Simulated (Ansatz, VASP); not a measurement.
**One calculation of Y2SiSe, two programs**

```
CELL_PARAMETERS angstrom
3.75557 0.00000 0.00000
-1.87778 3.25242 0.00000
0.00000 0.00000 6.68787
ATOMIC_POSITIONS crystal
Y 0.33333 0.66667 0.24830
Y 0.66667 0.33333 0.75170
Si 0.00000 0.00000 0.50000
Se 0.00000 0.00000 0.00000
```

Change from the starting cell: species swapped into the LiHfSe2 type (P-3m1, No. 164).

Alike in both runs: task single point; functional PBE; k mesh 6 × 6 × 4; occupations gaussian, width 0.1 eV; no spin polarisation.

|  | VASP | Ansatz |
| --- | --- | --- |
| version | VASP 6.6.1 | Ansatz 0.2.0 |
| potentials or method | VASP PAW PBE potentials, release 64 (Y_sv, Si, Se), cutoff 520 eV | scalar-relativistic, plane waves, PAW |
| valence electrons in the cell | 32 | 42 |

VASP gave:

- gap on the k mesh at the Fermi level (eV): none
- pressure (GPa): 18.4
- traceless stress, the component that is largest in VASP (GPa): -1.35
- rms of the force components (eV/Å): 0.453

Task: Which values does Ansatz return?

Result: gap on the k mesh at the Fermi level (eV): none; pressure (GPa): 18.4; traceless stress, the component that is largest in VASP (GPa): -1.32; rms of the force components (eV/Å): 0.452.

Atom by atom the forces differ by 0.001 eV/Å (rms over components). A gap of «none» marks a metal or a gap that the smearing closes. VASP's potentials hold 32 valence electrons a cell and Ansatz's 42, so a difference there can come from the potentials and not from the codes.
